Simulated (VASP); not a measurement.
Mg, 4 atoms in the cell. The structure is hexagonal, space group P6_3/mmc (No. 194). Conventional cell: a = 3.193 Å, b = 3.193 Å, c = 10.539 Å, α = 90.00°, β = 90.00°, γ = 120.00°. Mg (site symmetry -6m2) has 12 Mg at 3.19 to 3.22 Å within 4.2 Å. Within 4.2 Å of Mg (site symmetry -3m) lie 12 Mg at 3.19 to 3.22 Å. 

```yaml
Program: VASP 6.6.1
Task: single point
Functional: revPBE
Dispersion: D4
Potentials_or_basis: VASP PAW PBE potentials, release 64 (Mg)
Cutoff: 520 eV
k_mesh: 10 × 10 × 3
Occupations: fermi-dirac, width 0.05 eV
Spin: no spin polarisation
Dipole_correction: no
Further_INCAR_settings: ALGO = Normal; EDIFF = 1e-06; NBANDS = 12
```

Potentials or basis: VASP PAW PBE potentials, release 64 (Mg).

Run with:

```bash
$ cat potpaw_PBE.64/Mg/POTCAR > POTCAR
$ mpirun -np 1 vasp_std > vasp.out
```

Hardware: 1 thread of Intel Xeon 8259CL, on a shared host.

Question: How long does it take, and how much memory?

Answer: Run time: 30 s on 1 thread of Intel Xeon 8259CL (shared host), peak memory 0.2 GiB. Counts: scf iterations 10, k points 28.
